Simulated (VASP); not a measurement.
# Cd4SeS3 in VASP: settings compared

The runs below take Cd4SeS3 through single point, with PBE, r2SCAN.

All numbers are computed with VASP 6.6.1; they aren't measurements. Logs are shortened: lines on timing, memory, paths and dates and some standing lists are left out, and cuts for length are marked.

### 1 The cell of the first run

The typed cell holds 8 atoms: a = 5.997 Å, b = 5.990 Å, c = 7.336 Å, α = 114.09°, β = 114.16°, γ = 89.92°.

### 2 Single point, PBE

Input file INCAR:

```
PREC = Accurate ; ENCUT = 520
EDIFF = 1E-6 ; ISMEAR = 0
SIGMA = 0.1 ; LREAL = F
LASPH = T ; NELM = 100
ALGO = Normal ; ISIF = 2
LWAVE = F ; LCHARG = F
GGA = PE ; NBANDS = 46
```

Input file KPOINTS:

```
regular mesh
0
Gamma
  4 4 4
```

Input file POSCAR:

```
Cd4SeS3
1.0
    5.9970034186      0.0041844079      0.0000873350
    0.0042836177      5.9903302037      0.0023981327
   -3.0006878470     -2.9948943631      5.9871453795
Cd Se S
4 1 3
Direct
    0.3705013140      0.8856197477      0.2561178699
    0.8848655837      0.3718077840      0.2560590980
    0.1148204834      0.1140198702      0.7437863919
    0.6303426581      0.6288577352      0.7445833513
    0.4990604229      0.5000295247      0.9995857913
    0.2505286673      0.7496257780      0.5000471040
    0.7501432511      0.2495825428      0.4997176404
   -0.0002623806      0.0004570175      0.0001027532
```

Potentials or basis: VASP PAW PBE potentials, release 64 (Cd, Se, S).

On the command line:

```
$ cat potpaw_PBE.64/Cd/POTCAR potpaw_PBE.64/Se/POTCAR potpaw_PBE.64/S/POTCAR > POTCAR
$ mpirun -np 1 vasp_std > vasp.out
```

OUTCAR:

```text
PREC = Accurate
   ENCUT = 520
   EDIFF = 1E-6
   ISMEAR = 0
   LREAL = F
   LASPH = T
   NELM = 100
   ISIF = 2
   GGA = PE

 ion  position               nearest neighbor table
   1  0.371  0.886  0.256-   8 2.56   6 2.57   7 2.58   5 2.67
   2  0.885  0.372  0.256-   8 2.57   6 2.57   7 2.58   5 2.66
   3  0.115  0.114  0.744-   8 2.57   6 2.57   7 2.57   5 2.67
   4  0.630  0.629  0.745-   8 2.57   7 2.57   6 2.58   5 2.66
   5  0.499  0.500  1.000-   2 2.66   4 2.66   1 2.67   3 2.67
   6  0.251  0.750  0.500-   3 2.57   2 2.57   1 2.57   4 2.58
   7  0.750  0.250  0.500-   3 2.57   4 2.57   1 2.58   2 2.58
   8  1.000  0.000  0.000-   1 2.56   3 2.57   4 2.57   2 2.57

  LATTYP: Found a triclinic cell.
 ALAT       =     5.9970048791
 B/A-ratio  =     1.4124281797
 C/A-ratio  =     1.2239601538
 COS(alpha) =     0.0001889115
 COS(beta)  =     0.4090926159
 COS(gamma) =     0.7070014198

  Lattice vectors:

 A1 = (  -5.9970034186,  -0.0041844079,  -0.0000873350)
 A2 = (  -5.9927198009,   5.9861457958,   0.0023107977)
 A3 = (  -3.0005991893,  -2.9996202485,  -5.9896308472)

Analysis of symmetry for initial positions (statically):
=====================================================================
 Subroutine PRICEL returns:
 Original cell was already a primitive cell.

 Routine SETGRP: Setting up the symmetry group for a
 triclinic supercell.

 Subroutine GETGRP returns: Found  1 space group operations
 (whereof  1 operations were pure point group operations)
 out of a pool of  2 trial point group operations.

The static configuration has the point symmetry C_1 .

Analysis of symmetry for dynamics (positions and initial velocities):
=====================================================================
 Subroutine PRICEL returns:
 Original cell was already a primitive cell.

 Routine SETGRP: Setting up the symmetry group for a
 triclinic supercell.

 Subroutine GETGRP returns: Found  1 space group operations
 (whereof  1 operations were pure point group operations)
 out of a pool of  2 trial point group operations.

The dynamic configuration has the point symmetry C_1 .

 Subroutine INISYM returns: Found  1 space group operations
 (whereof  1 operations are pure point group operations),
 and found     1 'primitive' translations

----------------------------------------------------------------------------------------

[... 109 lines left out ...]
   NFREE  =      0    steps in history (QN), initial steepest desc. (CG)
   ISIF   =      2    stress and relaxation
   ISYM   =      2    0-nonsym 1-usesym 2-fastsym
   POTIM  = 0.5000    time-step for ionic-motion
   TEBEG  =    0.0;   TEEND  =   0.0 temperature during run
   PSTRESS=    0.0 pullay stress
   NELECT =      72.0000    total number of electrons
   NUPDOWN=      -1.0000    fix difference up-down
   EMIN   =  10.00;   EMAX   =-10.00  energy-range for DOS
   EFERMI =   0.00;   METHOD = LEGACY
   ISMEAR =     0;   SIGMA  =   0.10  broadening in eV -4-tet -1-fermi 0-gaus
   EFERMI_NEDOS =   21; number of points for ismear=-14 and -15
   IALGO  =     38    algorithm
   IMIX   =      4    mixing-type and parameters
     AMIX     =   0.40;   BMIX     =  1.00
     AMIX_MAG =   1.60;   BMIX_MAG =  1.00
  volume/ion in A,a.u.               =      26.89       181.47
  Fermi-wavevector in a.u.,A,eV,Ry     =   1.136634  2.147927 17.577877  1.291938
  Thomas-Fermi vector in A             =   2.273339
   LORBIT       =      0    0 simple, 1 ext, 2 COOP (PROOUT), +10 PAW based schemes
   GGA     = PE    functional components
   LHFCALC =     F    Hartree Fock is set to
   AEXX    =    0.0000 exact exchange contribution
   IVDW    =     0    specifies the selected vdW correction
   LEPSILON=     F    determine dielectric tensor
   LRPA    =     F    only Hartree local field effects (RPA)
 non-spin polarized calculation
 Gauss-broadening in eV      SIGMA  =   0.10
  energy-cutoff  :      520.00
  volume of cell :      215.13
 maximum number of plane-waves:      5828
 NGX is ok and might be reduce to    48

 number of electron      72.0000000 magnetization

 Free energy of the ion-electron system (eV)
  ---------------------------------------------------
  ext. energy  EPLUGINS =         0.00000000
  ---------------------------------------------------
  free energy    TOTEN  =       -23.91177769 eV

  energy without entropy =      -23.91177769  energy(sigma->0) =      -23.91177769

 E-fermi :   1.2765     XC(G=0):  -8.8598

 val. band max:        0.8296186441   @ k =   0.0000   0.0000   0.0000
 cond. band min:       1.7141256305   @ k =   0.0000   0.0000   0.0000
 fundamental gap:      0.8845069864
 Fermi energy:         1.2764504774

 k-point     1 :       0.0000    0.0000    0.0000
  band No.  band energies     occupation
      1     -11.3263      2.00000
      2     -10.8594      2.00000
      3     -10.8395      2.00000
      4     -10.8259      2.00000
      5      -6.8060      2.00000
      6      -6.8058      2.00000
[... 1165 lines left out ...]
     45       7.6853      0.00000
     46       7.6892      0.00000

 [... further k-points ...]

------------------------ aborting loop because EDIFF is reached ----------------------------------------

  FORCE on cell =-STRESS in cart. coord.  units (eV):
  Direction    XX          YY          ZZ          XY          YZ          ZX
  --------------------------------------------------------------------------------------
  -------------------------------------------------------------------------------------
  Total        0.3910076      0.4198847      0.4102425     -0.0476994     -0.0284885      0.0008136
  in kB        2.9120650      3.1271297      3.0553189     -0.3552456     -0.2121708      0.0060592
  external PRESSURE =       3.0315046 kB  Pullay stress =       0.0000000 kB

 VOLUME and BASIS-vectors are now :
 -----------------------------------------------------------------------------
  energy-cutoff  :      520.00
  volume of cell :      215.13
      direct lattice vectors                 reciprocal lattice vectors
     5.997003419  0.004184408  0.000087335     0.166748837 -0.000152667  0.083496217
     0.004283618  5.990330204  0.002398133    -0.000117671  0.166902390  0.083429064
    -3.000687847 -2.994894363  5.987145380    -0.000002385 -0.000066850  0.166989871

 POSITION                                       TOTAL-FORCE (eV/Angst)
 -----------------------------------------------------------------------------------
      1.45716      4.53966      1.53557         0.001808      0.001059      0.004891
      4.53978      1.46408      1.53403         0.003887     -0.009173      0.002661
     -1.54280     -1.54406      4.45344         0.002087     -0.000037      0.000523
      1.54860      1.53975      4.45949        -0.003115      0.005652     -0.005698
     -0.00444      0.00378      5.98591         0.003607     -0.002450      0.001806
      0.00515      2.99397      2.99567        -0.002681      0.001682      0.000078
      3.00018      0.00162      2.99255        -0.002725      0.004487     -0.001988
      5.99512      0.00661      0.00070        -0.002868     -0.001220     -0.002272
 -----------------------------------------------------------------------------------
    total drift:                               -0.000106      0.000201     -0.000074

  FREE ENERGIE OF THE ION-ELECTRON SYSTEM (eV)
  ---------------------------------------------------
  free  energy   TOTEN  =       -23.9117776919 eV

  energy  without entropy=      -23.9117776919  energy(sigma->0) =      -23.91177769
```

stdout:

```text
POSCAR found type information on POSCAR CdSeS
 POSCAR found :  3 types and       8 ions
 scaLAPACK will be used
 LDA part: xc-table for (Slater+PW92), standard interpolation
 POSCAR, INCAR and KPOINTS ok, starting setup
 FFT: planning ... GRIDC
 FFT: planning ... GRID_SOFT
 FFT: planning ... GRID
 WAVECAR not read
 entering main loop
```

It took 4 min on 1 thread of AMD EPYC 9R45 (Zen 5), shared host; peak memory 0.49 GiB.

What came out:

```
Free energy            : -23.9118 eV
Pressure               : 0.3 GPa
Largest force          : 0.010 eV/Å
Band gap on the k mesh : 0.88 eV, direct
```

Forces on the atoms (eV/Å):
```
Cd   0.002  0.001  0.005
Cd   0.004 -0.009  0.003
Cd   0.002  0.000  0.001
Cd  -0.003  0.006 -0.006
Se   0.004 -0.002  0.002
S   -0.003  0.002  0.000
S   -0.003  0.004 -0.002
S   -0.003 -0.001 -0.002
```

### 3 Single point, r2SCAN

This run uses another cell than the first one, of the same volume but with other edges.

Input file POSCAR:

```
Cd4SeS3
1.0
   -2.9964658000      2.9964658000      5.9891456000
    2.9964658000     -2.9964658000      5.9891456000
    2.9964658000      2.9964658000     -5.9891456000
Cd Se S
4 1 3
Direct
    0.8851040000      0.3707580000      0.0000000000
    0.3707580000      0.8851040000      0.0000000000
    0.1148960000      0.1148960000      0.4856540000
    0.6292420000      0.6292420000      0.5143460000
    0.5000000000      0.5000000000      0.0000000000
    0.7500000000      0.2500000000      0.5000000000
    0.2500000000      0.7500000000      0.5000000000
    0.0000000000      0.0000000000      0.0000000000
```

Input file INCAR.step1:

```
SYSTEM = Cd4SeS3
ALGO = Normal
EDIFF = 1E-4
ENCUT = 520
GGA = PE
ISMEAR = 0
LASPH = .TRUE.
LCHARG = .FALSE.
LREAL = .FALSE.
LWAVE = .TRUE.
NBANDS = 46
NELM = 100
PREC = Accurate
SIGMA = 0.02
```

Input file INCAR.step2:

```
SYSTEM = Cd4SeS3
ALGO = Normal
EDIFF = 1E-6
ENCUT = 520
ISIF = 2
ISMEAR = 0
ISTART = 1
LASPH = .TRUE.
LCHARG = .FALSE.
LMIXTAU = .TRUE.
LREAL = .FALSE.
LWAVE = .FALSE.
METAGGA = R2SCAN
NBANDS = 46
NELM = 100
PREC = Accurate
SIGMA = 0.02
```

Input file KPOINTS:

```
k-points
0
G
  6 6 6
  0 0 0
```

Potentials or basis: VASP PAW PBE potentials, release 64 (Cd, Se, S).

On the command line:

```
$ cat potpaw_PBE.64/Cd/POTCAR potpaw_PBE.64/Se/POTCAR potpaw_PBE.64/S/POTCAR > POTCAR
$ cp INCAR.step1 INCAR
$ mpirun -np 1 vasp_std > vasp.out
$ cp INCAR.step2 INCAR
$ mpirun -np 1 vasp_std > vasp.out
```

It took 18 min on 1 thread of AMD EPYC 9R45 (Zen 5), shared host; peak memory 0.6 GiB.

Results (log left out):

| Property | Result |
| --- | --- |
| Free energy | -124.9355 eV |
| Pressure | -1.2 GPa |
| Largest force | 0.004 eV/Å |
| Band gap on the k mesh | 1.33 eV, direct |

Forces on the atoms (eV/Å):
```
Cd   0.003 -0.003  0.001
Cd  -0.003  0.003  0.001
Cd   0.003  0.003 -0.001
Cd  -0.003 -0.003 -0.001
Se   0.000  0.000  0.000
S    0.000  0.000  0.000
S    0.000  0.000  0.000
S    0.000  0.000  0.000
```

Levels at points of the mesh, in eV from the valence-band top:
| k point | band 32 | band 33 | band 34 | band 35 | band 36 | band 37 | band 38 | band 39 | band 40 | band 41 |
| --- | --- | --- | --- | --- | --- | --- | --- | --- | --- | --- |
| (0.00, 0.00, 0.00) | -1.73 | -1.73 | 0.00 | 0.00 | 0.00 | 1.33 | 3.81 | 4.51 | 5.62 | 5.62 |
| (0.50, 0.00, 0.00) | -1.39 | -1.23 | -1.21 | -0.81 | -0.59 | 4.01 | 4.04 | 5.06 | 5.13 | 5.66 |
| (0.50, 0.50, 0.00) | -0.84 | -0.80 | -0.67 | -0.57 | -0.51 | 3.17 | 3.28 | 4.45 | 4.51 | 6.26 |
| (0.50, 0.50, 0.50) | -1.63 | -1.09 | -1.09 | -0.80 | -0.80 | 3.67 | 3.79 | 3.83 | 3.91 | 4.53 |

Caveat: the PAW data sets were made with another functional, which shifts forces and pressure a little.

### 4 Single point, PBE

This run uses another cell than the first one, of the same volume but with other edges.

Input file INCAR:

```
ALGO     = Normal         # electronic algorithm
EDIFF    = 1E-7           # SCF threshold, eV
ENCUT    = 520            # plane-wave cutoff, eV
GGA      = PE             # functional
ISIF     = 2              # what is computed and relaxed
ISMEAR   = 0              # smearing method
LASPH    = T              # aspherical terms in the spheres
LCHARG   = F              # write CHGCAR
LREAL    = F              # projectors in reciprocal space
LWAVE    = F              # write WAVECAR
NBANDS   = 46             # bands
NELM     = 80             # most SCF steps
PREC     = Accurate       # precision mode
SIGMA    = 0.1            # smearing width, eV
```

Input file KPOINTS:

```
k-points
0
Gamma
  4 4 4
```

POSCAR is that of step 3.

On the command line:

```
$ cat potpaw_PBE.64/Cd/POTCAR potpaw_PBE.64/Se/POTCAR potpaw_PBE.64/S/POTCAR > POTCAR
$ mpirun -np 1 vasp_std > vasp.out
```

Run time: 7.8 min. Hardware: 1 thread of AMD EPYC 7R13, shared host; peak memory 0.46 GiB.

The run converged. Its results:

```yaml
Free_energy: -23.9118 eV
Pressure: 0.3 GPa
Largest_force: 0.009 eV/Å
Band_gap_on_the_k_mesh: 0.89 eV, direct
```

Forces on the atoms (eV/Å):
```
Cd  -0.003  0.003  0.007
Cd   0.003 -0.003  0.007
Cd  -0.003 -0.003 -0.007
Cd   0.003  0.003 -0.007
Se   0.000  0.000  0.000
S    0.000  0.000  0.000
S    0.000  0.000  0.000
S    0.000  0.000  0.000
```

Levels at points of the mesh, in eV from the valence-band top:
```csv
k point,band 33,band 34,band 35,band 36,band 37,band 38,band 39,band 40
"(0.00, 0.00, 0.00)",-1.70,0.00,0.00,0.00,0.89,3.51,4.10,5.10
"(0.50, 0.00, 0.00)",-1.20,-1.19,-0.80,-0.58,3.55,3.60,4.57,4.63
"(0.50, 0.50, 0.00)",-0.79,-0.66,-0.56,-0.50,2.72,2.81,3.96,4.01
"(0.50, 0.50, 0.50)",-1.07,-1.07,-0.79,-0.79,3.34,3.39,3.44,3.62
```

### 5 Single point, PBE

Input file INCAR:

```
SYSTEM = Cd4SeS3
PREC = Accurate
ENCUT = 520
EDIFF = 1E-6
ISMEAR = 0
SIGMA = 0.1
LREAL = .FALSE.
LASPH = .TRUE.
NELM = 100
ALGO = Normal
ISIF = 2
LWAVE = .FALSE.
LCHARG = .FALSE.
GGA = PE
NBANDS = 46
```

Input file KPOINTS:

```
Automatic mesh
0
G
  4 4 4
  0 0 0
```

Input file POSCAR:

```
Cd4SeS3
1.0
    5.9929316000      0.0000000000      0.0000000000
    0.0000000000      5.9929316000      0.0000000000
   -2.9964658000     -2.9964658000      5.9891456000
Cd Se S
4 1 3
Direct
    0.3707580000      0.8851040000      0.2558620000
    0.8851040000      0.3707580000      0.2558620000
    0.1148960000      0.1148960000      0.7441380000
    0.6292420000      0.6292420000      0.7441380000
    0.5000000000      0.5000000000      1.0000000000
    0.2500000000      0.7500000000      0.5000000000
    0.7500000000      0.2500000000      0.5000000000
    0.0000000000      0.0000000000      0.0000000000
```

On the command line:

```
$ cat potpaw_PBE.64/Cd/POTCAR potpaw_PBE.64/Se/POTCAR potpaw_PBE.64/S/POTCAR > POTCAR
$ mpirun -np 1 vasp_std > vasp.out
```

It took 5.2 min on 1 thread of AMD EPYC 7R13, shared host; peak memory 0.36 GiB.

It converged, with:

```yaml
Free_energy: -23.9118 eV
Pressure: 0.3 GPa
Largest_force: 0.009 eV/Å
Band_gap_on_the_k_mesh: 0.89 eV, direct
```

Forces on the atoms (eV/Å):
```
Cd  -0.003  0.003  0.008
Cd   0.003 -0.003  0.008
Cd  -0.003 -0.003 -0.008
Cd   0.003  0.003 -0.008
Se   0.000  0.000  0.000
S    0.000  0.000  0.000
S    0.000  0.000  0.000
S    0.000  0.000  0.000
```

Levels at points of the mesh, in eV from the valence-band top:
```csv
k point,band 33,band 34,band 35,band 36,band 37,band 38,band 39,band 40
"(0.00, 0.00, 0.00)",-1.70,0.00,0.00,0.00,0.89,3.51,4.10,5.10
"(0.50, 0.00, 0.00)",-1.20,-1.19,-0.80,-0.58,3.55,3.60,4.57,4.63
"(0.50, 0.50, 0.00)",-0.79,-0.66,-0.56,-0.50,2.72,2.81,3.96,4.01
"(0.00, 0.00, 0.50)",-1.07,-1.07,-0.79,-0.79,3.34,3.39,3.44,3.62
```

As with any semilocal functional, this PBE gap is likely too small.

### 6 Overview

```csv
level,cell,k mesh,smearing,gap on the mesh (eV),pressure (GPa),largest force (eV/Å)
PBE,"a = 5.997, b = 5.990, c = 7.336 Å, angles 114.1, 114.2, 89.9°, 8 atoms",4 × 4 × 4,gaussian 0.1 eV,0.88,0.3,0.01
r2SCAN,"a = 7.337 Å, angles 131.8, 131.8, 70.6°, 8 atoms",6 × 6 × 6,gaussian 0.02 eV,1.33,-1.2,-
PBE,"a = 7.337 Å, angles 131.8, 131.8, 70.6°, 8 atoms",4 × 4 × 4,gaussian 0.1 eV,0.89,0.3,0.01
PBE,"a = 5.993, b = 5.993, c = 7.337 Å, angles 114.1, 114.1, 90.0°, 8 atoms",4 × 4 × 4,gaussian 0.1 eV,0.89,0.3,0.01
```

Alike in all rows: task single point; potentials or basis VASP PAW PBE potentials, release 64 (Cd, Se, S); no spin polarisation; cutoff (eV) 520.

Caveats: the PAW data sets were made with another functional, which shifts forces and pressure a little (some runs).

Total energies depend on the potentials used, so only differences within one code and one set of settings carry meaning.
